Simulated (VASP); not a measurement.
# BaS (R-3m) in VASP: notebook

Runs on BaS. Level: PBE. Tasks: electric field gradients.

All numbers are computed with VASP 6.6.1; they aren't measurements. Logs are shortened: lines on timing, memory, paths and dates and some standing lists are left out, and cuts for length are marked.

## Step 1: The cell of the first run

The structure is trigonal, space group R-3m (No. 166). Conventional cell: a = 4.539 Å, b = 4.539 Å, c = 10.953 Å, α = 90.00°, β = 90.00°, γ = 120.00°. Ba (site symmetry -3m) has 6 S at 3.19 Å within 4.2 Å. S (site symmetry -3m) has 6 Ba at 3.19 Å within 4.2 Å.

## Step 2: Electric field gradients, PBE (equal xy, yz and zx shear strains of -1 %)

INCAR reads:

```
PREC = Accurate
ENCUT = 520
EDIFF = 1E-8
ISMEAR = -1
SIGMA = 0.02
LREAL = F
LASPH = T
NELM = 60
ALGO = Normal
ISIF = 2
LWAVE = F
LCHARG = F
GGA = PE
LEFG = T
NBANDS = 15
```

KPOINTS reads:

```
regular mesh
0
Gamma
  8 8 8
```

POSCAR reads:

```
BaS
1.0
   -0.0319375000      3.1777812500      3.1777812500
    3.1777812500     -0.0319375000      3.1777812500
    3.1777812500      3.1777812500     -0.0319375000
Ba S
1 1
Direct
    0.0000000000      0.0000000000      0.0000000000
    0.5000000000      0.5000000000      0.5000000000
```

Potentials or basis: VASP PAW PBE potentials, release 64 (Ba_sv, S).

Launch:

```console
cat potpaw_PBE.64/Ba_sv/POTCAR potpaw_PBE.64/S/POTCAR > POTCAR
mpirun -np 1 vasp_std > vasp.out
```

OUTCAR:

```text
PREC = Accurate
   ENCUT = 520
   EDIFF = 1E-8
   ISMEAR = -1
   LREAL = F
   LASPH = T
   NELM = 60
   ISIF = 2
   GGA = PE

 ion  position               nearest neighbor table
   1  0.000  0.000  0.000-   2 3.19   2 3.19   2 3.19   2 3.19   2 3.19   2 3.19
   2  0.500  0.500  0.500-   1 3.19   1 3.19   1 3.19   1 3.19   1 3.19   1 3.19

  LATTYP: Found a trigonal (rhomboedric) cell.
 ALAT       =     4.4941748241
 COS(alpha) =     0.4899250057

  Lattice vectors:

 A1 = (  -0.0319375000,   3.1777812500,   3.1777812500)
 A2 = (   3.1777812500,  -0.0319375000,   3.1777812500)
 A3 = (   3.1777812500,   3.1777812500,  -0.0319375000)

Analysis of symmetry for initial positions (statically):
=====================================================================
 Subroutine PRICEL returns:
 Original cell was already a primitive cell.

 Routine SETGRP: Setting up the symmetry group for a
 trigonal (rhombohedral) supercell.

 Subroutine GETGRP returns: Found 12 space group operations
 (whereof 12 operations were pure point group operations)
 out of a pool of 12 trial point group operations.

The static configuration has the point symmetry D_3d.

Analysis of symmetry for dynamics (positions and initial velocities):
=====================================================================
 Subroutine PRICEL returns:
 Original cell was already a primitive cell.

 Routine SETGRP: Setting up the symmetry group for a
 trigonal (rhombohedral) supercell.

 Subroutine GETGRP returns: Found 12 space group operations
 (whereof 12 operations were pure point group operations)
 out of a pool of 12 trial point group operations.

The dynamic configuration has the point symmetry D_3d.

 Subroutine INISYM returns: Found 12 space group operations
 (whereof 12 operations are pure point group operations),
 and found     1 'primitive' translations

----------------------------------------------------------------------------------------

                                     Primitive cell

  volume of cell :      65.1478

  direct lattice vectors                    reciprocal lattice vectors
    -0.031937500  3.177781250  3.177781250    -0.154990137  0.156563641  0.156563641
     3.177781250 -0.031937500  3.177781250     0.156563641 -0.154990137  0.156563641
     3.177781250  3.177781250 -0.031937500     0.156563641  0.156563641 -0.154990137

  length of vectors
     4.494174824  4.494174824  4.494174824     0.270270771  0.270270771  0.270270771

  position of ions in fractional coordinates (direct lattice)
     0.000000000  0.000000000  0.000000000
     0.500000000  0.500000000  0.500000000

  ion indices of the primitive-cell ions
   primitive index   ion index
                 1           1
                 2           2

----------------------------------------------------------------------------------------

 KPOINTS: regular mesh

Automatic generation of k-mesh.
 Grid dimensions read from file:
 generate k-points for:    8    8    8

 Generating k-lattice:

  Cartesian coordinates                     Fractional coordinates (reciprocal lattice)
    -0.019373767  0.019570455  0.019570455     0.125000000 -0.000000000 -0.000000000
     0.019570455 -0.019373767  0.019570455    -0.000000000  0.125000000 -0.000000000
     0.019570455  0.019570455 -0.019373767    -0.000000000 -0.000000000  0.125000000

  Length of vectors
     0.033783846  0.033783846  0.033783846

  Shift w.r.t. Gamma in fractional coordinates (k-lattice)
     0.000000000  0.000000000  0.000000000

 Subroutine IBZKPT returns following result:
 ===========================================

 Found     65 irreducible k-points:

 Following reciprocal coordinates:
            Coordinates               Weight
  0.000000  0.000000  0.000000      1.000000
  0.125000  0.000000  0.000000      6.000000
  0.250000  0.000000  0.000000      6.000000
  0.375000  0.000000 -0.000000      6.000000
  0.500000  0.000000  0.000000      3.000000
  0.125000  0.125000  0.000000      6.000000
[... 16 lines left out ...]
  0.250000  0.125000  0.125000      6.000000
  0.375000  0.125000  0.125000      6.000000
 [... further k-points ...]
   k-points           NKPTS =     65   k-points in BZ     NKDIM =     65   number of bands    NBANDS=     15
   number of dos      NEDOS =    301   number of ions     NIONS =      2
   total plane-waves  NPLWV =  46656
   dimension x,y,z NGX =    36 NGY =   36 NGZ =   36
   dimension x,y,z NGXF=    72 NGYF=   72 NGZF=   72
   ions per type =               1   1
   NGX,Y,Z   is equivalent  to a cutoff of  13.32, 13.32, 13.32 a.u.
   NGXF,Y,Z  is equivalent  to a cutoff of  26.63, 26.63, 26.63 a.u.
 SYSTEM =  unknown system
   PREC   = accura    normal or accurate (medium, high low for compatibility)
   ISTART =      0    job   : 0-new  1-cont  2-samecut
   ICHARG =      2    charge: 1-file 2-atom 10-const
   ISPIN  =      1    spin polarized calculation?
   LNONCOLLINEAR =      F non collinear calculations
   LSORBIT =      F    spin-orbit coupling
   LASPH  =      T    aspherical Exc in radial PAW
   ENCUT  =  520.0 eV  38.22 Ry    6.18 a.u.   8.36  8.36  8.36*2*pi/ulx,y,z
   NELM   =     60;   NELMIN=  2; NELMDL= -5     # of ELM steps
   EDIFF  = 0.1E-07   stopping-criterion for ELM
   LREAL  =      F    real-space projection
   EDIFFG = 0.1E-06   stopping-criterion for IOM
   NSW    =      0    number of steps for IOM
   IBRION =     -1    ionic relax: 0-MD 1-quasi-New 2-CG
   NFREE  =      0    steps in history (QN), initial steepest desc. (CG)
   ISIF   =      2    stress and relaxation
   ISYM   =      2    0-nonsym 1-usesym 2-fastsym
   POTIM  = 0.5000    time-step for ionic-motion
   TEBEG  =    0.0;   TEEND  =   0.0 temperature during run
   PSTRESS=    0.0 pullay stress
   NELECT =      16.0000    total number of electrons
   NUPDOWN=      -1.0000    fix difference up-down
   EMIN   =  10.00;   EMAX   =-10.00  energy-range for DOS
   EFERMI =   0.00;   METHOD = LEGACY
   ISMEAR =    -1;   SIGMA  =   0.02  broadening in eV -4-tet -1-fermi 0-gaus
   EFERMI_NEDOS =   21; number of points for ismear=-14 and -15
   IALGO  =     38    algorithm
   IMIX   =      4    mixing-type and parameters
     AMIX     =   0.40;   BMIX     =  1.00
     AMIX_MAG =   1.60;   BMIX_MAG =  1.00
  volume/ion in A,a.u.               =      32.57       219.82
  Fermi-wavevector in a.u.,A,eV,Ry     =   1.025215  1.937375 14.300609  1.051065
  Thomas-Fermi vector in A             =   2.159043
   LORBIT       =      0    0 simple, 1 ext, 2 COOP (PROOUT), +10 PAW based schemes
   GGA     = PE    functional components
   LHFCALC =     F    Hartree Fock is set to
   AEXX    =    0.0000 exact exchange contribution
   IVDW    =     0    specifies the selected vdW correction
   LEPSILON=     F    determine dielectric tensor
   LRPA    =     F    only Hartree local field effects (RPA)
 non-spin polarized calculation
  energy-cutoff  :      520.00
  volume of cell :       65.15
 maximum number of plane-waves:      1783
 NGX is ok and might be reduce to    36
   NGX = 17   NGY = 17   NGZ = 17

 number of electron      16.0000001 magnetization

 Free energy of the ion-electron system (eV)
  ---------------------------------------------------
  ext. energy  EPLUGINS =         0.00000000
  ---------------------------------------------------
  free energy    TOTEN  =       -10.18360961 eV

  energy without entropy =      -10.18360961  energy(sigma->0) =      -10.18360961

 E-fermi :   1.8388     XC(G=0):  -8.6263

 val. band max:        1.4778784286   @ k =   0.0000   0.0000   0.0000
 cond. band min:       3.5611092893   @ k =   0.5000   0.5000   0.0000
 fundamental gap:      2.0832308607
 Fermi energy:         1.8388361223

 k-point     1 :       0.0000    0.0000    0.0000
  band No.  band energies     occupation
      1     -24.6209      2.00000
      2      -9.6775      2.00000
      3      -9.6775      2.00000
      4      -9.6740      2.00000
      5      -8.9060      2.00000
      6       1.4436      2.00000
      7       1.4436      2.00000
      8       1.4779      2.00000
      9       5.0455      0.00000
     10       5.2804      0.00000
     11       5.2804      0.00000
     12       5.4160      0.00000
     13       6.2508      0.00000
     14       6.2508      0.00000
     15      10.1907      0.00000

 k-point     2 :       0.1250    0.0000    0.0000
  band No.  band energies     occupation
      1     -24.6145      2.00000
      2      -9.9801      2.00000
      3      -9.6823      2.00000
      4      -9.6806      2.00000
      5      -8.5888      2.00000
      6       1.0395      2.00000
      7       1.2324      2.00000
      8       1.2690      2.00000
      9       5.3080      0.00000
     10       5.5129      0.00000
     11       5.5932      0.00000
     12       5.6810      0.00000
     13       6.7016      0.00000
     14       6.7025      0.00000
     15      10.8008      0.00000

 k-point     3 :       0.2500    0.0000    0.0000
  band No.  band energies     occupation
      1     -24.5990      2.00000
      2     -10.4078      2.00000
      3      -9.6953      2.00000
      4      -9.6940      2.00000
      5      -8.1250      2.00000
      6       0.3027      2.00000
      7       0.8144      2.00000
      8       0.8618      2.00000
      9       5.5558      0.00000
     10       6.1568      0.00000
     11       6.2667      0.00000
     12       6.8304      0.00000
     13       7.8334      0.00000
     14       7.8380      0.00000
     15      12.0139      0.00000
[... 343 lines left out ...]
 k-point    23 :       0.2500    0.1250    0.1250
  band No.  band energies     occupation
      1     -24.6044      2.00000
      2     -10.2231      2.00000
      3      -9.7348      2.00000
      4      -9.6762      2.00000
      5      -8.3147      2.00000
      6       0.5256      2.00000
      7       0.8604      2.00000
      8       1.2837      2.00000
      9       5.3193      0.00000
     10       5.6687      0.00000
     11       5.9516      0.00000
     12       6.3630      0.00000
     13       7.2622      0.00000
     14       7.7399      0.00000
     15      11.7329      0.00000

 k-point    24 :       0.3750    0.1250    0.1250
  band No.  band energies     occupation
      1     -24.5889      2.00000
      2     -10.5169      2.00000
      3      -9.7770      2.00000
      4      -9.6880      2.00000
      5      -7.9981      2.00000
      6       0.0034      2.00000
      7       0.5319      2.00000
      8       1.0072      2.00000
      9       5.5787      0.00000
     10       6.2478      0.00000
     11       6.7638      0.00000
     12       7.3605      0.00000
     13       8.2338      0.00000
     14       9.1146      0.00000
     15      11.7445      0.00000

 [... further k-points ...]

------------------------ aborting loop because EDIFF is reached ----------------------------------------

  FORCE on cell =-STRESS in cart. coord.  units (eV):
  Direction    XX          YY          ZZ          XY          YZ          ZX
  --------------------------------------------------------------------------------------
  -------------------------------------------------------------------------------------
  Total        0.5799521      0.5799521      0.5799521      0.0726064      0.0726064      0.0726064
  in kB       14.2627296     14.2627296     14.2627296      1.7856045      1.7856045      1.7856045
  external PRESSURE =      14.2627296 kB  Pullay stress =       0.0000000 kB

 VOLUME and BASIS-vectors are now :
 -----------------------------------------------------------------------------
  energy-cutoff  :      520.00
  volume of cell :       65.15
      direct lattice vectors                 reciprocal lattice vectors
    -0.031937500  3.177781250  3.177781250    -0.154990137  0.156563641  0.156563641
     3.177781250 -0.031937500  3.177781250     0.156563641 -0.154990137  0.156563641
     3.177781250  3.177781250 -0.031937500     0.156563641  0.156563641 -0.154990137

 POSITION                                       TOTAL-FORCE (eV/Angst)
 -----------------------------------------------------------------------------------
      0.00000      0.00000      0.00000         0.000000      0.000000     -0.000000
      3.16181      3.16181      3.16181        -0.000000     -0.000000      0.000000
 -----------------------------------------------------------------------------------
    total drift:                                0.000000      0.000000      0.000000

  FREE ENERGIE OF THE ION-ELECTRON SYSTEM (eV)
  ---------------------------------------------------
  free  energy   TOTEN  =       -10.1836096135 eV

  energy  without entropy=      -10.1836096135  energy(sigma->0) =      -10.18360961

 Electric field gradients (V/A^2)
---------------------------------------------------------------------
 ion       V_xx      V_yy      V_zz      V_xy      V_xz      V_yz
---------------------------------------------------------------------
   1      -0.000    -0.000    -0.000     3.587     3.587     3.587
   2      -0.000    -0.000     0.000    -0.692    -0.692    -0.692
---------------------------------------------------------------------

 Electric field gradients after diagonalization (V/A^2)
 (convention: |V_zz| > |V_xx| > |V_yy|)
----------------------------------------------------------------------
 ion       V_xx      V_yy      V_zz     asymmetry (V_yy - V_xx)/ V_zz
----------------------------------------------------------------------
   1      -3.587    -3.587     7.175       0.000
   2       0.692     0.692    -1.384       0.000
----------------------------------------------------------------------

           NMR quadrupolar parameters

 Cq : quadrupolar parameter    Cq=e*Q*V_zz/h
 eta: asymmetry parameters     (V_yy - V_xx)/ V_zz
 Q  : nuclear electric quadrupole moment in mb (millibarn)
----------------------------------------------------------------------
 ion       Cq(MHz)       eta       Q (mb)
----------------------------------------------------------------------
   1       0.017       0.000       1.000
   2      -0.003       0.000       1.000
----------------------------------------------------------------------
```

It took 65 s on 1 thread of Intel Xeon Platinum 8259CL at 2.50GHz (Skylake/Cascade Lake), shared host; peak memory 0.24 GiB.

What came out:

* Free energy: -10.1836 eV
* Pressure: 1.4 GPa
* Band gap on the k mesh: 2.08 eV, indirect (least direct gap 2.23 eV)

Stress tensor (GPa, compression positive):
```
1.43 0.18 0.18
0.18 1.43 0.18
0.18 0.18 1.43
```

Electric field gradients, principal values (V/Å²):
```tsv
atom	least	middle	greatest (by size)
1 Ba	-3.587	-3.587	7.175
2 S	0.692	0.692	-1.384
```

Caveat: the cell differs from its parent crystal (equal xy, yz and zx shear strains of -1 %); without QUAD_EFG the Cq values of the log hold for a quadrupole moment of 1 mb, not for the nuclei; spin-orbit coupling is left out, which moves the levels of the heavy elements.

(Continued in part 2 of 3.)
